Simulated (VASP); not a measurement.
**SiW (rocksalt type): single point with PBE**

Crystal: SiW (rocksalt type).

```
CELL_PARAMETERS angstrom
0.00000 2.51285 2.51285
2.51285 0.00000 2.51285
2.51285 2.51285 0.00000
ATOMIC_POSITIONS crystal
W 0.00000 0.00000 0.00000
Si 0.50000 0.50000 0.50000
```

```json
{
 "Program": "VASP 6.6.1",
 "Task": "single point",
 "Functional": "PBE",
 "Potentials or basis": "VASP PAW PBE potentials, release 64 (W_sv, Si)",
 "Cutoff": "520 eV",
 "k mesh": "7 × 7 × 7",
 "Occupations": "fermi-dirac, width 0.05 eV",
 "Spin": "no spin polarisation",
 "Dipole correction": "no",
 "Further INCAR settings": "ALGO = Normal; EDIFF = 1e-07; NBANDS = 16"
}
```

The pressure is 0.0 GPa and the band gap on the k mesh is zero (bands 9 and 10 overlap by 2.08 eV).

Levels at points of the mesh, in eV from the Fermi level:
| k point | band 6 | band 7 | band 8 | band 9 | band 10 | band 11 | band 12 | band 13 |
| --- | --- | --- | --- | --- | --- | --- | --- | --- |
| (0.00, 0.00, 0.00) | -2.02 | -2.02 | -2.02 | -1.47 | -1.47 | 2.47 | 2.47 | 2.47 |

It took 12 s on 1 thread of Intel Xeon 8259CL (shared host), peak memory 0.16 GiB.

Caveat: spin-orbit coupling is left out, which moves the levels of the heavy elements.
